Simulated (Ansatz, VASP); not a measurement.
MgO: VASP beside Ansatz

The input INCAR:

```
ALGO = Normal
EDIFF = 1E-7
ENCUT = 520
GGA = PE
ISIF = 2
ISMEAR = 0
LASPH = T
LCHARG = F
LREAL = F
LWAVE = F
NBANDS = 26
NELM = 60
PREC = Accurate
SIGMA = 0.1
```

The input KPOINTS:

```
k-points
0
Gamma
  4 4 4
```

Contents of POSCAR:

```
MgO
1.0
    2.1268086537      2.1268086537      0.0000000000
    2.1268086537     -2.1268086537      4.2536173074
    2.1268086537     -2.1268086537     -4.2536173074
Mg O
4 4
Direct
    0.0000000000      0.0000000000      0.0000000000
    0.5000000000      0.5000000000      0.0000000000
    0.5000000000      1.0000000000      0.5000000000
    0.0000000000      0.5000000000      0.5000000000
    0.0000000000      0.2500000000      0.7500000000
    0.5000000000      0.7500000000      0.7500000000
    0.5000000000      0.2500000000      0.2500000000
    0.0000000000      0.7500000000      0.2500000000
```

Input for Ansatz:

```yaml
crystal:
  lattice:
    - [2.1268086537, 2.1268086537, 0.0]
    - [2.1268086537, -2.1268086537, 4.2536173074]
    - [2.1268086537, -2.1268086537, -4.2536173074]
  atoms:
    - { symbol: Mg, position: [0.0, 0.0, 0.0] }
    - { symbol: Mg, position: [0.5, 0.5, 0.0] }
    - { symbol: Mg, position: [0.5, 1.0, 0.5] }
    - { symbol: Mg, position: [0.0, 0.5, 0.5] }
    - { symbol: O, position: [0.0, 0.25, 0.75] }
    - { symbol: O, position: [0.5, 0.75, 0.75] }
    - { symbol: O, position: [0.5, 0.25, 0.25] }
    - { symbol: O, position: [0.0, 0.75, 0.25] }
basis:
  ecutwfc: 420
kpoints:
  mp_grid: { grid: [4, 4, 4] }
hamiltonian:
  xc: pbe
scf:
  occupations: { method: gaussian, width: 0.1 }
  lower_state_search: "off"
output:
  forces: true
  stress: true
  eigenvalues: true
```

Alike in both runs: task single point; functional PBE; k mesh 4 × 4 × 4; occupations gaussian, width 0.1 eV; no spin polarisation.

|  | VASP | Ansatz |
| --- | --- | --- |
| version | VASP 6.6.1 | Ansatz 0.2.0 |
| potentials or method | VASP PAW PBE potentials, release 64 (Mg, O), cutoff 520 eV | scalar-relativistic, plane waves, PAW |
| valence electrons in the cell | 32 | 64 |

VASP gave:

| Item | Value |
| --- | --- |
| gap on the k mesh at the Fermi level (eV) | 4.44 |
| least direct gap on the mesh (eV) | 4.44 |

What did Ansatz give for the same quantities?

gap on the k mesh at the Fermi level (eV): 4.46; least direct gap on the mesh (eV): 4.46.

VASP's potentials hold 32 valence electrons a cell and Ansatz's 64, so a difference there can come from the potentials and not from the codes.

The k mesh is coarse, so the values compare programs but aren't converged.
